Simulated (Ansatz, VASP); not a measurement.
# One calculation of Cs2Au, two programs

```
CELL_PARAMETERS angstrom
4.79198 0.00000 0.00000
-2.39599 4.14998 0.00000
0.00000 0.00000 5.31086
ATOMIC_POSITIONS crystal
Cs 0.33333 0.66667 0.50000
Cs 0.66667 0.33333 0.50000
Au 0.00000 0.00000 0.00000
```

Change from the starting cell: species swapped into the HfB2 type (P6/mmm, No. 191).

Alike in both runs: task relaxation of cell and atoms; functional PBE; k mesh 6 × 6 × 4; occupations gaussian, width 0.1 eV; no spin polarisation.

|  | VASP | Ansatz |
| --- | --- | --- |
| version | VASP 6.6.1 | Ansatz 0.2.0 |
| potentials or method | VASP PAW PBE potentials, release 64 (Cs_sv, Au_sv_GW), cutoff 540 eV | scalar-relativistic, plane waves, PAW |
| valence electrons in the cell | 37 | 37 |

```tsv
	VASP	Ansatz	Ansatz less VASP
gap on the k mesh at the Fermi level, each at its own relaxed structure (eV)	none	none	-
relaxed volume (Å³/atom)	46.51	46.21	-0.302
relaxed length of the cell vector where the two differ most in proportion (Å)	4.139	4.121	-0.0184
```

A gap of «none» marks a metal or a gap that the smearing closes.

Spin-orbit coupling is off throughout. Noted on VASP's run: the volume moved by over 15 % at a fixed basis, so the end points are rough.
